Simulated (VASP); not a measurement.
# Al2BN3 (P6_3/mmc) in VASP: further runs

The runs below take Al2BN3 through relaxation of cell and atoms, single point, with PBE.

Program: VASP 6.6.1. These are calculated values, not measurements. Logs are shortened: lines on timing, memory, paths and dates and some standing lists are left out, and cuts for length are marked.

## Step 1: The cell of the first run

The structure is hexagonal, space group P6_3/mmc (No. 194). The conventional cell has a = 2.633 Å, b = 2.633 Å, c = 23.264 Å, α = 90.00°, β = 90.00°, γ = 120.00°. Al (site symmetry 3m) has 3 N at 1.52 Å within 2.0 Å. Within 2.0 Å of B (site symmetry -6m2) lie 3 N at 1.52 Å. Within 2.0 Å of N (site symmetry 3m) lie 3 Al at 1.52 Å. Within 2.0 Å of N (site symmetry -6m2) lie 3 B at 1.52 Å.

## Step 2: Relaxation of cell and atoms, PBE

The input, INCAR:

```
ALGO = Normal
EDIFF = 1E-6
EDIFFG = -0.04
ENCUT = 600
GGA = PE
IBRION = 2
ISIF = 3
ISMEAR = 0
LASPH = True
LCHARG = False
LREAL = False
LWAVE = False
NELM = 100
NSW = 90
PREC = Accurate
SIGMA = 0.1
```

The input, KPOINTS:

```
k-points
0
Gamma
  6 6 1
```

The input, POSCAR:

```
Al2BN3
1.0
    2.6325030900      0.0000000000      0.0000000000
   -1.3162515500      2.2798145500      0.0000000000
    0.0000000000      0.0000000000     23.2644528600
Al B N
4 2 6
Direct
    0.6666666700      0.3333333300      0.0833333300
    0.6666666700      0.3333333300      0.4166666700
    0.3333333300      0.6666666700      0.9166666700
    0.3333333300      0.6666666700      0.5833333300
    0.6666666700      0.3333333300      0.7500000000
    0.3333333300      0.6666666700      0.2500000000
    0.0000000000      0.0000000000      0.0833333300
    0.0000000000      0.0000000000      0.4166666700
    0.0000000000      0.0000000000      0.7500000000
    0.0000000000      0.0000000000      0.9166666700
    0.0000000000      0.0000000000      0.2500000000
    0.0000000000      0.0000000000      0.5833333300
```

Potentials or basis: VASP PAW PBE potentials, release 64 (Al, B, N).

Command:

```bash
> cat potpaw_PBE.64/Al/POTCAR potpaw_PBE.64/B/POTCAR potpaw_PBE.64/N/POTCAR > POTCAR
> mpirun -np 1 vasp_std > vasp.out
```

OUTCAR:

```text
EDIFF = 1E-6
   EDIFFG = -0.04
   ENCUT = 600
   GGA = PE
   IBRION = 2
   ISIF = 3
   ISMEAR = 0
   LASPH = True
   LREAL = False
   NELM = 100
   NSW = 90
   PREC = Accurate

 ion  position               nearest neighbor table
   1  0.667  0.333  0.083-   7 1.52   7 1.52   7 1.52
   2  0.667  0.333  0.417-   8 1.52   8 1.52   8 1.52
   3  0.333  0.667  0.917-  10 1.52  10 1.52  10 1.52
   4  0.333  0.667  0.583-  12 1.52  12 1.52  12 1.52
   5  0.667  0.333  0.750-   9 1.52   9 1.52   9 1.52
   6  0.333  0.667  0.250-  11 1.52  11 1.52  11 1.52
   7  0.000  0.000  0.083-   1 1.52   1 1.52   1 1.52
   8  0.000  0.000  0.417-   2 1.52   2 1.52   2 1.52
   9  0.000  0.000  0.750-   5 1.52   5 1.52   5 1.52
  10  0.000  0.000  0.917-   3 1.52   3 1.52   3 1.52
  11  0.000  0.000  0.250-   6 1.52   6 1.52   6 1.52
  12  0.000  0.000  0.583-   4 1.52   4 1.52   4 1.52

  LATTYP: Found a hexagonal cell.
 ALAT       =     2.6325030900
 C/A-ratio  =     8.8373886239

  Lattice vectors:

 A1 = (   2.6325030900,   0.0000000000,   0.0000000000)
 A2 = (  -1.3162515500,   2.2798145500,   0.0000000000)
 A3 = (   0.0000000000,   0.0000000000,  23.2644528600)

Analysis of symmetry for initial positions (statically):
=====================================================================
 Subroutine PRICEL returns:
 Original cell was already a primitive cell.

 Routine SETGRP: Setting up the symmetry group for a
 hexagonal supercell.

 Subroutine GETGRP returns: Found 24 space group operations
 (whereof 12 operations were pure point group operations)
 out of a pool of 24 trial point group operations.

The static configuration has the point symmetry D_3d.
 The point group associated with its full space group is D_6h.

Analysis of symmetry for dynamics (positions and initial velocities):
=====================================================================
 Subroutine PRICEL returns:
 Original cell was already a primitive cell.

 Routine SETGRP: Setting up the symmetry group for a
 hexagonal supercell.

 Subroutine GETGRP returns: Found 24 space group operations
 (whereof 12 operations were pure point group operations)
 out of a pool of 24 trial point group operations.

The dynamic configuration has the point symmetry D_3d.
 The point group associated with its full space group is D_6h.

 Subroutine INISYM returns: Found 24 space group operations
 (whereof 12 operations are pure point group operations),
 and found     1 'primitive' translations

----------------------------------------------------------------------------------------

                                     Primitive cell

  volume of cell :     139.6244

  direct lattice vectors                    reciprocal lattice vectors
     2.632503090  0.000000000  0.000000000     0.379866601  0.219316085  0.000000000
    -1.316251550  2.279814550  0.000000000     0.000000000  0.438632169  0.000000000
     0.000000000  0.000000000 23.264452860     0.000000000  0.000000000  0.042984033

  length of vectors
     2.632503090  2.632503091 23.264452860     0.438632169  0.438632169  0.042984033

  position of ions in fractional coordinates (direct lattice)
     0.666666670  0.333333330  0.083333330
     0.666666670  0.333333330  0.416666670
     0.333333330  0.666666670  0.916666670
     0.333333330  0.666666670  0.583333330
     0.666666670  0.333333330  0.750000000
     0.333333330  0.666666670  0.250000000
     0.000000000  0.000000000  0.083333330
     0.000000000  0.000000000  0.416666670
     0.000000000  0.000000000  0.750000000
     0.000000000  0.000000000  0.916666670
     0.000000000  0.000000000  0.250000000
     0.000000000  0.000000000  0.583333330

  ion indices of the primitive-cell ions
   primitive index   ion index
                 1           1
                 2           2
                 3           3
                 4           4
                 5           5
                 6           6
                 7           7
                 8           8
                 9           9
                10          10
                11          11
                12          12

----------------------------------------------------------------------------------------

 KPOINTS: k-points

Automatic generation of k-mesh.
 Grid dimensions read from file:
 generate k-points for:    6    6    1

 Generating k-lattice:

  Cartesian coordinates                     Fractional coordinates (reciprocal lattice)
     0.063311100  0.036552681  0.000000000     0.166666667 -0.000000000  0.000000000
     0.000000000  0.073105361  0.000000000     0.000000000  0.166666667  0.000000000
     0.000000000  0.000000000  0.042984033     0.000000000  0.000000000  1.000000000

  Length of vectors
     0.073105361  0.073105361  0.042984033

  Shift w.r.t. Gamma in fractional coordinates (k-lattice)
     0.000000000  0.000000000  0.000000000

 Subroutine IBZKPT returns following result:
 ===========================================

 Found      7 irreducible k-points:

 Following reciprocal coordinates:
            Coordinates               Weight
  0.000000  0.000000  0.000000      1.000000
  0.166667  0.000000  0.000000      6.000000
  0.333333  0.000000  0.000000      6.000000
  0.500000  0.000000  0.000000      3.000000
  0.166667  0.166667  0.000000      6.000000
  0.333333  0.166667  0.000000     12.000000
  0.333333  0.333333  0.000000      2.000000
   k-points           NKPTS =      7   k-points in BZ     NKDIM =      7   number of bands    NBANDS=     31
   number of dos      NEDOS =    301   number of ions     NIONS =     12
   total plane-waves  NPLWV = 110592
   dimension x,y,z NGX =    24 NGY =   24 NGZ =  192
   dimension x,y,z NGXF=    48 NGYF=   48 NGZF=  384
   ions per type =               4   2   6
   NGX,Y,Z   is equivalent  to a cutoff of  15.16, 15.16, 13.72 a.u.
   NGXF,Y,Z  is equivalent  to a cutoff of  30.31, 30.31, 27.44 a.u.
 SYSTEM =  unknown system
   PREC   = accura    normal or accurate (medium, high low for compatibility)
   ISTART =      0    job   : 0-new  1-cont  2-samecut
   ICHARG =      2    charge: 1-file 2-atom 10-const
   ISPIN  =      1    spin polarized calculation?
   LNONCOLLINEAR =      F non collinear calculations
   LSORBIT =      F    spin-orbit coupling
   LASPH  =      T    aspherical Exc in radial PAW
   ENCUT  =  600.0 eV  44.10 Ry    6.64 a.u.   5.26  5.26 46.46*2*pi/ulx,y,z
   NELM   =    100;   NELMIN=  2; NELMDL= -5     # of ELM steps
   EDIFF  = 0.1E-05   stopping-criterion for ELM
   LREAL  =      F    real-space projection
   EDIFFG = -.4E-01   stopping-criterion for IOM
   NSW    =     90    number of steps for IOM
   IBRION =      2    ionic relax: 0-MD 1-quasi-New 2-CG
   NFREE  =      1    steps in history (QN), initial steepest desc. (CG)
   ISIF   =      3    stress and relaxation
   ISYM   =      2    0-nonsym 1-usesym 2-fastsym
   POTIM  = 0.5000    time-step for ionic-motion
   TEBEG  =    0.0;   TEEND  =   0.0 temperature during run
   PSTRESS=    0.0 pullay stress
   NELECT =      48.0000    total number of electrons
   NUPDOWN=      -1.0000    fix difference up-down
   EMIN   =  10.00;   EMAX   =-10.00  energy-range for DOS
   EFERMI =   0.00;   METHOD = LEGACY
   ISMEAR =     0;   SIGMA  =   0.10  broadening in eV -4-tet -1-fermi 0-gaus
   EFERMI_NEDOS =   21; number of points for ismear=-14 and -15
   IALGO  =     38    algorithm
   IMIX   =      4    mixing-type and parameters
     AMIX     =   0.40;   BMIX     =  1.00
     AMIX_MAG =   1.60;   BMIX_MAG =  1.00
  volume/ion in A,a.u.               =      11.64        78.52
  Fermi-wavevector in a.u.,A,eV,Ry     =   1.146836  2.167207 17.894843  1.315234
  Thomas-Fermi vector in A             =   2.283519
   LORBIT       =      0    0 simple, 1 ext, 2 COOP (PROOUT), +10 PAW based schemes
   GGA     = PE    functional components
   LHFCALC =     F    Hartree Fock is set to
   AEXX    =    0.0000 exact exchange contribution
   IVDW    =     0    specifies the selected vdW correction
   LEPSILON=     F    determine dielectric tensor
   LRPA    =     F    only Hartree local field effects (RPA)
 conjugate gradient relaxation of ions
 non-spin polarized calculation
 Gauss-broadening in eV      SIGMA  =   0.10
  energy-cutoff  :      600.00
  volume of cell :      139.62
 maximum number of plane-waves:      4684
 NGX is ok and might be reduce to    24
   NGX = 11   NGY = 11   NGZ = 93

--------------------------------------- Ionic step        1  -------------------------------------------

 number of electron      47.9999993 magnetization

 Free energy of the ion-electron system (eV)
  ---------------------------------------------------
  ext. energy  EPLUGINS =         0.00000000
  ---------------------------------------------------
  free energy    TOTEN  =       -72.25291620 eV

  energy without entropy =      -72.25291620  energy(sigma->0) =      -72.25291620

 E-fermi :   3.4858     XC(G=0):  -9.2652

 val. band max:        3.0436976822   @ k =   0.0000   0.0000   0.0000
 cond. band min:       5.9996121263   @ k =   0.0000   0.0000   0.0000
 fundamental gap:      2.9559144440
 Fermi energy:         3.4857837236

 k-point     1 :       0.0000    0.0000    0.0000
  band No.  band energies     occupation
      1     -14.6686      2.00000
      2     -14.6686      2.00000
      3     -12.2054      2.00000
      4     -12.2043      2.00000
      5     -12.1376      2.00000
      6     -12.1365      2.00000
[... 272 lines left out ...]
--------------------------------------- Ionic step        2  -------------------------------------------

 number of electron      47.9999999 magnetization

 E-fermi :  -0.2778     XC(G=0):  -7.2747

 val. band max:       -0.2846547740   @ k =   0.3333   0.3333   0.0000
 cond. band min:      -0.2523507644   @ k =   0.3333   0.1667   0.0000
 fundamental gap:      0.0323040095
 Fermi energy:        -0.2778164023

 k-point     1 :       0.0000    0.0000    0.0000
  band No.  band energies     occupation
      1     -13.0981      2.00000
      2     -13.0906      2.00000
      3     -13.0347      2.00000
      4     -13.0229      2.00000
      5     -12.8924      2.00000
      6     -12.8883      2.00000
[... 312 lines left out ...]
  FREE ENERGIE OF THE ION-ELECTRON SYSTEM (eV)
  ---------------------------------------------------
  free  energy   TOTEN  =       -83.7412616075 eV

  energy  without entropy=      -83.7412616075  energy(sigma->0) =      -83.74126161

[... ionic steps 4 to 14 ...]

--------------------------------------- Ionic step       15  -------------------------------------------

 number of electron      48.0000004 magnetization

------------------------ aborting loop because EDIFF is reached ----------------------------------------
[... 87 lines left out ...]
--------------------------------------- Ionic step       17  -------------------------------------------

 number of electron      48.0000005 magnetization

 Free energy of the ion-electron system (eV)
  ---------------------------------------------------
  ext. energy  EPLUGINS =         0.00000000
  ---------------------------------------------------
  free energy    TOTEN  =       -84.23672186 eV

  energy without entropy =      -84.23672186  energy(sigma->0) =      -84.23672186

 E-fermi :   1.5515     XC(G=0):  -7.9746

 val. band max:        1.0740366513   @ k =   0.3333   0.3333   0.0000
 cond. band min:       3.2771509687   @ k =   0.0000   0.0000   0.0000
 fundamental gap:      2.2031143174
 Fermi energy:         1.5515476555

 k-point     1 :       0.0000    0.0000    0.0000
  band No.  band energies     occupation
      1     -14.9313      2.00000
      2     -14.9313      2.00000
      3     -13.1243      2.00000
      4     -13.1241      2.00000
      5     -13.0965      2.00000
      6     -13.0963      2.00000
[... 266 lines left out ...]
  FREE ENERGIE OF THE ION-ELECTRON SYSTEM (eV)
  ---------------------------------------------------
  free  energy   TOTEN  =       -84.2367218595 eV

  energy  without entropy=      -84.2367218595  energy(sigma->0) =      -84.23672186

 reached required accuracy - stopping structural energy minimisation
```

Run time: 5.7 min. Hardware: 1 thread of Intel Xeon 6975P-C (Granite Rapids), shared host; peak memory 0.34 GiB.

Results:

```
Free energy                           : -84.2367 eV
Relaxed volume                        : 16.51 Å³/atom
Relaxed cell                          : a = 2.968 Å, b = 2.968 Å, c = 25.975 Å, α = 90.00°, β = 90.00°, γ = 120.00°
Space group after relaxing (to 0.1 Å) : P6_3/mmc (No. 194)
Pressure after relaxing               : 0.1 GPa
Largest force after relaxing          : 0.006 eV/Å
Band gap on the k mesh                : 2.20 eV (least direct gap 2.35 eV)
```

Forces in eV/Å, atoms in the order of the input:
```
Al   0.000  0.000 -0.006
Al   0.000  0.000  0.006
Al   0.000  0.000  0.006
Al   0.000  0.000 -0.006
B    0.000  0.000  0.000
B    0.000  0.000  0.000
N    0.000  0.000  0.002
N    0.000  0.000 -0.002
N    0.000  0.000  0.000
N    0.000  0.000 -0.002
N    0.000  0.000  0.000
N    0.000  0.000  0.002
```

Final structure:
```
CELL_PARAMETERS angstrom
2.96773 0.00000 0.00000
-1.48386 2.57013 0.00000
0.00000 0.00000 25.97474
ATOMIC_POSITIONS crystal
Al 0.66667 0.33333 0.08324
Al 0.66667 0.33333 0.41676
Al 0.33333 0.66667 0.91677
Al 0.33333 0.66667 0.58323
B 0.66667 0.33333 0.75000
B 0.33333 0.66667 0.25000
N 0.00000 0.00000 0.08333
N 0.00000 0.00000 0.41667
N 0.00000 0.00000 0.75000
N 0.00000 0.00000 0.91667
N 0.00000 0.00000 0.25000
N 0.00000 0.00000 0.58333
```

Caveat: the k points lie up to 0.41 Å⁻¹ apart in the final cell; the volume moved by over 15 % at a fixed basis, so the end points are rough; an odd mesh through Γ misses points on the zone boundary, where band edges can lie.

## Step 3: Single point, PBE

This run uses another cell than the first one, of 17.59 Å³/atom.

The input, INCAR:

```
SYSTEM = Al2BN3
PREC = Accurate
ENCUT = 520
EDIFF = 1E-6
ISMEAR = 0
SIGMA = 0.02
LREAL = .FALSE.
LASPH = .TRUE.
NELM = 80
ALGO = Normal
ISIF = 2
LWAVE = .FALSE.
LCHARG = .FALSE.
GGA = PE
NBANDS = 36
```

The input, KPOINTS:

```
Automatic mesh
0
G
  12 12 1
  0 0 0
```

The input, POSCAR:

```
Al2BN3
1.0
    2.9693111336      0.0000000000      0.0000000000
   -1.4846555668      2.5714988735      0.0000000000
    0.0000000000      0.0000000000     27.6404136001
Al B N
4 2 6
Direct
    0.6666666667      0.3333333333      0.0813913189
    0.6666666667      0.3333333333      0.4186086811
    0.3333333333      0.6666666667      0.9186086811
    0.3333333333      0.6666666667      0.5813913189
    0.6666666667      0.3333333333      0.7500000000
    0.3333333333      0.6666666667      0.2500000000
    0.0000000000      0.0000000000      0.0814846298
    0.0000000000      0.0000000000      0.4185153702
    0.0000000000      0.0000000000      0.7500000000
    0.0000000000      0.0000000000      0.9185153702
    0.0000000000      0.0000000000      0.2500000000
    0.0000000000      0.0000000000      0.5814846298
```

Potentials or basis: VASP PAW PBE potentials, release 64 (Al, B, N).

Command:

```bash
> cat potpaw_PBE.64/Al/POTCAR potpaw_PBE.64/B/POTCAR potpaw_PBE.64/N/POTCAR > POTCAR
> mpirun -np 1 vasp_std > vasp.out
```

It took 1.9 min on 1 thread of Intel Xeon 6975P-C (Granite Rapids), shared host; peak memory 0.38 GiB.

The run converged. Its results:

```yaml
Free_energy: -84.2897 eV
Pressure: 0.1 GPa
Band_gap_on_the_k_mesh: 2.27 eV (least direct gap 2.39 eV)
```

Stress tensor (GPa, compression positive):
```
 0.09  0.00  0.00
 0.00  0.09  0.00
 0.00  0.00 -0.01
```

Levels at points of the mesh, in eV from the valence-band top:
| k point | band 22 | band 23 | band 24 | band 25 | band 26 | band 27 |
| --- | --- | --- | --- | --- | --- | --- |
| (0.00, 0.00, 0.00) | -0.58 | -0.58 | -0.58 | 2.27 | 2.47 | 2.94 |
| (0.50, 0.00, 0.00) | -0.48 | -0.32 | -0.32 | 2.64 | 2.65 | 4.14 |

Caveat: an odd mesh through Γ misses points on the zone boundary, where band edges can lie.

## Step 4: Relaxation of cell and atoms, PBE

This run uses another cell than the first one, of 16.52 Å³/atom.

The input, INCAR:

```
ALGO = Normal
EDIFF = 1E-6
EDIFFG = -0.01
ENCUT = 600
GGA = PE
IBRION = 2
ISIF = 3
ISMEAR = 0
LASPH = T
LCHARG = F
LREAL = F
LWAVE = F
NELM = 80
NSW = 100
PREC = Accurate
SIGMA = 0.02
```

The input, KPOINTS:

```
k-points
0
Gamma
  12 12 1
```

The input, POSCAR:

```
Al2BN3
1.0
    2.9693205420      0.0000000000      0.0000000000
   -1.4846602710      2.5715070213      0.0000000000
    0.0000000000      0.0000000000     25.9562765475
Al B N
4 2 6
Direct
    0.6666666667      0.3333333333      0.0822063425
    0.6666666667      0.3333333333      0.4177936575
    0.3333333333      0.6666666667      0.9177936575
    0.3333333333      0.6666666667      0.5822063425
    0.6666666667      0.3333333333      0.7500000000
    0.3333333333      0.6666666667      0.2500000000
    0.0000000000      0.0000000000      0.0823748800
    0.0000000000      0.0000000000      0.4176251200
    0.0000000000      0.0000000000      0.7500000000
    0.0000000000      0.0000000000      0.9176251200
    0.0000000000      0.0000000000      0.2500000000
    0.0000000000      0.0000000000      0.5823748800
```

Command:

```bash
> cat potpaw_PBE.64/Al/POTCAR potpaw_PBE.64/B/POTCAR potpaw_PBE.64/N/POTCAR > POTCAR
> mpirun -np 1 vasp_std > vasp.out
```

It took 94 s on 1 thread of Intel Xeon 6975P-C (Granite Rapids), shared host; peak memory 0.39 GiB.

It converged, with:

| Property | Result |
| --- | --- |
| Free energy | -84.2881 eV |
| Pressure after relaxing | 0.0 GPa |
| Band gap on the k mesh | 2.19 eV (least direct gap 2.35 eV) |

Stress tensor (GPa, compression positive):
```
0.01 0.00 0.00
0.00 0.01 0.00
0.00 0.00 0.10
```

Final structure:
```
CELL_PARAMETERS angstrom
2.96932 0.00000 0.00000
-1.48466 2.57151 0.00000
0.00000 0.00000 25.95628
ATOMIC_POSITIONS crystal
Al 0.66667 0.33333 0.08221
Al 0.66667 0.33333 0.41779
Al 0.33333 0.66667 0.91779
Al 0.33333 0.66667 0.58221
B 0.66667 0.33333 0.75000
B 0.33333 0.66667 0.25000
N 0.00000 0.00000 0.08237
N 0.00000 0.00000 0.41763
N 0.00000 0.00000 0.75000
N 0.00000 0.00000 0.91763
N 0.00000 0.00000 0.25000
N 0.00000 0.00000 0.58237
```

Levels at points of the mesh, in eV from the valence-band top:
```
           k point  band 22  band 23  band 24  band 25  band 26  band 27
(0.00, 0.00, 0.00)    -0.61    -0.61    -0.61     2.19     2.45     2.96
(0.50, 0.00, 0.00)    -0.54    -0.32    -0.31     2.59     2.59     4.11
```

Caveat: the relaxation stopped at its first step, so nothing moved; an odd mesh through Γ misses points on the zone boundary, where band edges can lie.

## Step 5: Summary

```csv
task,cell,k mesh,cutoff (eV),smearing,gap on the mesh (eV),pressure (GPa)
relaxation of cell and atoms,"relaxed from a = 2.633, b = 2.633, c = 23.264 Å, angles 90.0, 90.0, 120.0°, 12 atoms, atomic positions A",6 × 6 × 1,600,gaussian 0.1 eV,2.20,0.1
single point,"a = 2.969, b = 2.969, c = 27.640 Å, angles 90.0, 90.0, 120.0°, 12 atoms, atomic positions B",12 × 12 × 1,520,gaussian 0.02 eV,2.27,0.1
relaxation of cell and atoms,"relaxed from a = 2.969, b = 2.969, c = 25.956 Å, angles 90.0, 90.0, 120.0°, 12 atoms, atomic positions C",12 × 12 × 1,600,gaussian 0.02 eV,2.19,0.0
```

Alike in all rows: level PBE; potentials or basis VASP PAW PBE potentials, release 64 (Al, B, N); no spin polarisation.

Caveats: some runs use coarse meshes; an odd mesh through Γ misses points on the zone boundary, where band edges can lie; the volume moved by over 15 % at a fixed basis, so the end points are rough (at least some runs); the relaxation stopped at its first step, so nothing moved (at least some runs).

Absolute energies hang on the potentials; compare differences alone.
